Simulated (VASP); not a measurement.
# In4Sb4H in VASP: further runs

In4Sb4H is run at these levels: LDA; tasks: single point.

All numbers are computed with VASP 6.6.1; they aren't measurements. Logs are shortened: lines on timing, memory, paths and dates and some standing lists are left out, and cuts for length are marked.

**1. The cell of the first run**

The cell holds a slab with vacuum, 18 atoms: a = 9.137 Å, b = 6.461 Å, c = 19.853 Å, α = 90.00°, β = 90.00°, γ = 90.00°.

**2. Single point, LDA**

The input, INCAR:

```
SYSTEM = In4Sb4H
PREC     = Accurate       ! precision mode
ENCUT    = 520            ! plane-wave cutoff, eV
EDIFF    = 1E-7           ! SCF threshold, eV
ISMEAR   = -1             ! smearing method
SIGMA    = 0.05           ! smearing width, eV
LREAL    = Auto         
LASPH    = .TRUE.         ! aspherical terms in the spheres
NELM     = 80             ! most SCF steps
ALGO     = Normal         ! electronic algorithm
ISIF     = 2              ! what is computed and relaxed
LWAVE    = .FALSE.        ! write WAVECAR
LCHARG   = .FALSE.        ! write CHGCAR
GGA      = CA             ! functional
NBANDS   = 88             ! bands
```

The input, KPOINTS:

```
regular mesh
0
G
  2 2 1
  0 0 0
```

The input, POSCAR:

```
In4Sb4H
1.0
    9.1372340000      0.0000000000      0.0000000000
    0.0000000000      6.4610000000      0.0000000000
    0.0000000000      0.0000000000     19.8529250000
In Sb H
8 8 2
Direct
    0.0000000000      0.0000000000      0.0503704000
    0.7476105250      0.5519628562      0.1738129749
    0.2476932852      0.5530642362      0.1740244153
    0.5000000000      0.0000000000      0.0503704000
    0.4980377373      0.0688052830      0.2782069874
    0.2467698412      0.4865221072      0.3684465051
    0.7463962083      0.4864699072      0.3692194667
    0.9973176772      0.0700823452      0.2777982145
    0.9979268260      0.3034613669      0.1569161010
    0.2500000000      0.7500000000      0.0503704000
    0.7500000000      0.7500000000      0.0503704000
    0.4976726120      0.3027569404      0.1573078573
    0.4961021613      0.2703160394      0.4036929108
    0.7478634691      0.8193768104      0.2832259498
    0.2474172003      0.8211340154      0.2833779053
    0.9971197342      0.2707808231      0.4036173122
    0.7802306103      0.2209578189      0.5306968456
    0.6973146713      0.2259084446      0.5236476647
```

Potentials or basis: VASP PAW LDA potentials, release 64 (In_d, Sb, H).

The run is started by

```
> cat potpaw_LDA.64/In_d/POTCAR potpaw_LDA.64/Sb/POTCAR potpaw_LDA.64/H/POTCAR > POTCAR
> mpirun -np 1 vasp_std > vasp.out
```

OUTCAR:

```text
SYSTEM = In4Sb4H
   PREC = Accurate
   ENCUT = 520
   EDIFF = 1E-7
   ISMEAR = -1
   LREAL = Auto
   LASPH = .TRUE.
   NELM = 80
   ISIF = 2
   GGA = CA

 ion  position               nearest neighbor table
   1  0.000  0.000  0.050-  10 2.80  11 2.80   9 2.88
   2  0.748  0.552  0.174-  11 2.76  14 2.78  12 2.81   9 2.81   7 3.90
   3  0.248  0.553  0.174-  10 2.77  15 2.78   9 2.82  12 2.82   6 3.88
   4  0.500  0.000  0.050-  10 2.80  11 2.80  12 2.89
   5  0.498  0.069  0.278-  15 2.80  14 2.80  13 2.81  12 2.84   7 3.96   6 3.97
   6  0.247  0.487  0.368-  15 2.74  13 2.76  16 2.76   3 3.88   8 3.96   5 3.97
   7  0.746  0.486  0.369-  14 2.75  13 2.77  16 2.77   2 3.90   5 3.96   8 3.97
   8  0.997  0.070  0.278-  15 2.80  14 2.80  16 2.81   9 2.83   6 3.96   7 3.97
   9  0.998  0.303  0.157-   2 2.81   3 2.82   8 2.83   1 2.88
  10  0.250  0.750  0.050-   3 2.77   1 2.80   4 2.80
  11  0.750  0.750  0.050-   2 2.76   1 2.80   4 2.80
  12  0.498  0.303  0.157-   2 2.81   3 2.82   5 2.84   4 2.89
  13  0.496  0.270  0.404-   6 2.76   7 2.77   5 2.81
  14  0.748  0.819  0.283-   7 2.75   2 2.78   5 2.80   8 2.80
  15  0.247  0.821  0.283-   6 2.74   3 2.78   5 2.80   8 2.80
  16  0.997  0.271  0.404-   6 2.76   7 2.77   8 2.81
  17  0.780  0.221  0.531-  18 0.77
  18  0.697  0.226  0.524-  17 0.77

  LATTYP: Found a simple orthorhombic cell.
 ALAT       =     6.4610000000
 B/A-ratio  =     1.4142135892
 C/A-ratio  =     3.0727325491

  Lattice vectors:

 A1 = (   0.0000000000,  -6.4610000000,   0.0000000000)
 A2 = (   9.1372340000,   0.0000000000,   0.0000000000)
 A3 = (   0.0000000000,   0.0000000000,  19.8529250000)

Analysis of symmetry for initial positions (statically):
=====================================================================
 Subroutine PRICEL returns:
 Original cell was already a primitive cell.

 Routine SETGRP: Setting up the symmetry group for a
 simple orthorhombic supercell.

 Subroutine GETGRP returns: Found  1 space group operations
 (whereof  1 operations were pure point group operations)
 out of a pool of  8 trial point group operations.

The static configuration has the point symmetry C_1 .

Analysis of symmetry for dynamics (positions and initial velocities):
=====================================================================
 Subroutine PRICEL returns:
 Original cell was already a primitive cell.

 Routine SETGRP: Setting up the symmetry group for a
 simple orthorhombic supercell.

 Subroutine GETGRP returns: Found  1 space group operations
 (whereof  1 operations were pure point group operations)
[... 119 lines left out ...]
   ISIF   =      2    stress and relaxation
   ISYM   =      2    0-nonsym 1-usesym 2-fastsym
   POTIM  = 0.5000    time-step for ionic-motion
   TEBEG  =    0.0;   TEEND  =   0.0 temperature during run
   PSTRESS=    0.0 pullay stress
   NELECT =     146.0000    total number of electrons
   NUPDOWN=      -1.0000    fix difference up-down
   EMIN   =  10.00;   EMAX   =-10.00  energy-range for DOS
   EFERMI =   0.00;   METHOD = LEGACY
   ISMEAR =    -1;   SIGMA  =   0.05  broadening in eV -4-tet -1-fermi 0-gaus
   EFERMI_NEDOS =   21; number of points for ismear=-14 and -15
   IALGO  =     38    algorithm
   IMIX   =      4    mixing-type and parameters
     AMIX     =   0.40;   BMIX     =  1.00
     AMIX_MAG =   1.60;   BMIX_MAG =  1.00
  volume/ion in A,a.u.               =      65.11       439.40
  Fermi-wavevector in a.u.,A,eV,Ry     =   0.817610  1.545059  9.095303  0.668486
  Thomas-Fermi vector in A             =   1.928088
   LORBIT       =      0    0 simple, 1 ext, 2 COOP (PROOUT), +10 PAW based schemes
   GGA     = CA    functional components
   LHFCALC =     F    Hartree Fock is set to
   AEXX    =    0.0000 exact exchange contribution
   IVDW    =     0    specifies the selected vdW correction
   LEPSILON=     F    determine dielectric tensor
   LRPA    =     F    only Hartree local field effects (RPA)
 non-spin polarized calculation
  energy-cutoff  :      520.00
  volume of cell :     1172.03
 maximum number of plane-waves:     31632
 NGX is ok and might be reduce to    70
   NGX = 33   NGY = 25   NGZ = 73

 number of electron     146.0000004 magnetization

 Free energy of the ion-electron system (eV)
  ---------------------------------------------------
  ext. energy  EPLUGINS =         0.00000000
  ---------------------------------------------------
  free energy    TOTEN  =       -67.47432231 eV

  energy without entropy =      -67.46685579  energy(sigma->0) =      -67.47058905

 E-fermi :  -0.0305     XC(G=0):  -4.9548

 val. band max:       -0.2017489507   @ k =   0.0000   0.0000   0.0000
 cond. band min:       0.1485105958   @ k =   0.0000   0.5000   0.0000
 fundamental gap:      0.3502595466
 Fermi energy:        -0.0305300185

 k-point     1 :       0.0000    0.0000    0.0000
  band No.  band energies     occupation
      1     -14.9049      2.00000
      2     -14.8997      2.00000
      3     -14.8484      2.00000
      4     -14.8456      2.00000
      5     -14.8391      2.00000
      6     -14.8337      2.00000
[... 341 lines left out ...]
     84       3.0404      0.00000
     85       3.0487      0.00000
 [bands above 85 left out]

------------------------ aborting loop because EDIFF is reached ----------------------------------------

  FORCE on cell =-STRESS in cart. coord.  units (eV):
  Direction    XX          YY          ZZ          XY          YZ          ZX
  --------------------------------------------------------------------------------------
  -------------------------------------------------------------------------------------
  Total       -1.2759027     -2.7016818      0.3614990      0.0509413     -0.1421976      0.1227718
  in kB       -1.7441713     -3.6932252      0.4941727      0.0696373     -0.1943854      0.1678302
  external PRESSURE =      -1.6477413 kB  Pullay stress =       0.0000000 kB

 VOLUME and BASIS-vectors are now :
 -----------------------------------------------------------------------------
  energy-cutoff  :      520.00
  volume of cell :     1172.03
      direct lattice vectors                 reciprocal lattice vectors
     9.137234000  0.000000000  0.000000000     0.109442310  0.000000000  0.000000000
     0.000000000  6.461000000  0.000000000     0.000000000  0.154774803  0.000000000
     0.000000000  0.000000000 19.852925000     0.000000000  0.000000000  0.050370411

 POSITION                                       TOTAL-FORCE (eV/Angst)
 -----------------------------------------------------------------------------------
      0.00000      0.00000      1.00000        -0.000552     -0.326212      0.963201
      6.83109      3.56623      3.45070         0.007389     -0.010411     -0.000384
      2.26323      3.57335      3.45489         0.015280     -0.009702      0.009293
      4.56862      0.00000      1.00000         0.002790     -0.319465      0.970129
      4.55069      0.44455      5.52322        -0.004831      0.007972     -0.029198
      2.25479      3.14342      7.31474        -0.010786      0.010508      0.009494
[... 10 lines left out ...]
      7.12915      1.42761     10.53588         0.031095     -0.002612      0.008756
      6.37153      1.45959     10.39594        -0.021062     -0.009773     -0.001327
 -----------------------------------------------------------------------------------
    total drift:                               -0.010001      0.021371     -0.020252

  FREE ENERGIE OF THE ION-ELECTRON SYSTEM (eV)
  ---------------------------------------------------
  free  energy   TOTEN  =       -67.4743223069 eV

  energy  without entropy=      -67.4668557895  energy(sigma->0) =      -67.47058905
```

OSZICAR:

```text
N       E                     dE             d eps       ncg     rms          rms(c)
DAV:   1     0.125776719940E+04    0.12578E+04   -0.57015E+04   720   0.139E+03
DAV:   2     0.638133423202E+02   -0.11940E+04   -0.11702E+04   800   0.355E+02
DAV:   3    -0.634572333889E+02   -0.12727E+03   -0.12565E+03   816   0.159E+02
[... 18 lines left out ...]
DAV:  22    -0.674743186678E+02   -0.64620E-05   -0.34114E-07   576   0.161E-03    0.105E-03
DAV:  23    -0.674743212946E+02   -0.26268E-05   -0.15587E-07   576   0.169E-03    0.125E-03
DAV:  24    -0.674743219927E+02   -0.69805E-06   -0.39727E-08   512   0.148E-03    0.491E-04
DAV:  25    -0.674743222380E+02   -0.24539E-06   -0.15344E-08   488   0.500E-04    0.436E-04
DAV:  26    -0.674743223069E+02   -0.68834E-07   -0.20623E-09   448   0.378E-04
   1 F= -.67474322E+02 E0= -.67470589E+02  d E =-.746652E-02
```

stdout:

```text
POSCAR found type information on POSCAR InSbH
 POSCAR found :  3 types and      18 ions
 scaLAPACK will be used
 LDA part: xc-table for (Slater(with rela. corr.)+CA(PZ))
 , standard interpolation
 POSCAR, INCAR and KPOINTS ok, starting setup
 FFT: planning ... GRIDC
 FFT: planning ... GRID_SOFT
 FFT: planning ... GRID
 WAVECAR not read
 entering main loop
```

Run time: 28 min. Hardware: 1 thread of Intel Xeon Platinum 8259CL at 2.50GHz (Skylake/Cascade Lake), shared host; peak memory 0.8 GiB.

What came out:

* Free energy: -67.4743 eV
* Largest force: 1.058 eV/Å
* Band gap on the k mesh: 0.35 eV, indirect (least direct gap 0.47 eV)

Forces in eV/Å, atoms in the order of the input:
```
In  -0.001 -0.326  0.963
In   0.007 -0.010  0.000
In   0.015 -0.010  0.009
In   0.003 -0.319  0.970
In  -0.005  0.008 -0.029
In  -0.011  0.011  0.009
In   0.011  0.015  0.008
In   0.000 -0.005  0.005
Sb  -0.002 -0.006 -0.012
Sb  -0.006  0.337 -0.999
Sb  -0.007  0.341 -1.002
Sb  -0.004 -0.006 -0.021
Sb  -0.002 -0.012  0.042
Sb  -0.002  0.013  0.012
Sb   0.004  0.006  0.005
Sb  -0.010 -0.024  0.033
H    0.031 -0.003  0.009
H   -0.021 -0.010 -0.001
```

Caveat: the k points lie up to 0.49 Å⁻¹ apart; spin-orbit coupling is left out, which moves the levels of the heavy elements.

**3. Single point, LDA**

The input, INCAR:

```
ALGO = Normal
EDIFF = 1E-6
ENCUT = 520
ISIF = 2
ISMEAR = -1
LASPH = T
LCHARG = F
LREAL = Auto
LWAVE = F
NBANDS = 88
NELM = 60
PREC = Accurate
SIGMA = 0.05
```

The input, KPOINTS:

```
k-points
0
Gamma
  2 2 1
```

The input, POSCAR:

```
In4Sb4H
1.0
    9.1372340000      0.0000000000      0.0000000000
    0.0000000000      6.4610000000      0.0000000000
    0.0000000000      0.0000000000     19.8529250000
In Sb H
8 8 2
Direct
    0.0000000000      0.0000000000      0.0503704114
    0.7493624438      0.5530877573      0.1674816179
    0.2353338001      0.5429654852      0.1722919922
    0.4999981395      0.0000000000      0.0503704114
    0.5119382955      0.0537687664      0.2759039285
    0.2310217731      0.4720941031      0.3683235594
    0.7289405087      0.4922612599      0.3756977876
    0.9948415461      0.0908992416      0.2796111908
    0.9919851018      0.3270391580      0.1542644220
    0.2499990697      0.7500077387      0.0503704114
    0.7499972092      0.7500077387      0.0503704114
    0.4945698009      0.2901253676      0.1601930194
    0.4899185027      0.2842903575      0.4063935163
    0.7551628863      0.8013465408      0.2793694128
    0.2540046583      0.8020430274      0.2817166740
    0.9885923902      0.2703296703      0.4116018169
    0.6905919231      0.0828973843      0.5226131666
    0.7687009001      0.1217149048      0.5218273882
```

Potentials or basis: VASP PAW LDA potentials, release 64 (In_d, Sb, H).

The run is started by

```
> cat potpaw_LDA.64/In_d/POTCAR potpaw_LDA.64/Sb/POTCAR potpaw_LDA.64/H/POTCAR > POTCAR
> mpirun -np 1 vasp_std > vasp.out
```

Wall time 22 min (1 thread of Intel Xeon Platinum 8259CL at 2.50GHz (Skylake/Cascade Lake), shared host); peak memory 0.8 GiB.

The run converged. Its results:

```yaml
Free_energy: -66.8817 eV
Largest_force: 1.810 eV/Å
Band_gap_on_the_k_mesh: 0.27 eV, indirect (least direct gap 0.40 eV)
```

Forces on the atoms (eV/Å):
```
In   0.050 -0.200  1.055
In  -0.980 -0.062  0.646
In   1.078  0.433  0.051
In  -0.035 -0.328  0.992
In  -0.380 -0.068  0.727
In   0.278  0.297 -0.018
In   0.955  0.287 -0.286
In   0.294 -0.540 -0.035
Sb  -0.064 -1.563 -0.068
Sb   0.008  0.341 -1.046
Sb  -0.043  0.690 -1.673
Sb  -0.019  0.512 -0.391
Sb  -0.601 -0.910 -0.184
Sb   0.339  0.353  0.346
Sb  -0.386  0.844  0.155
Sb  -0.518 -0.084 -0.258
H   -0.452 -0.126 -0.002
H    0.478  0.125 -0.013
```

Levels at points of the mesh, in eV from the valence-band top:
```csv
k point,band 71,band 72,band 73,band 74,band 75,band 76
"(0.00, 0.00, 0.00)",-0.51,-0.48,0.00,0.40,0.50,0.76
"(0.50, 0.00, 0.00)",-0.76,-0.58,-0.45,0.62,0.63,1.41
"(0.00, 0.50, 0.00)",-0.71,-0.68,-0.60,0.27,0.48,0.78
"(0.50, 0.50, 0.00)",-0.69,-0.40,-0.32,0.69,0.71,1.42
```

Caveat: the k points lie up to 0.49 Å⁻¹ apart; spin-orbit coupling is left out, which moves the levels of the heavy elements.

(Part 1 of 2 ends here.)
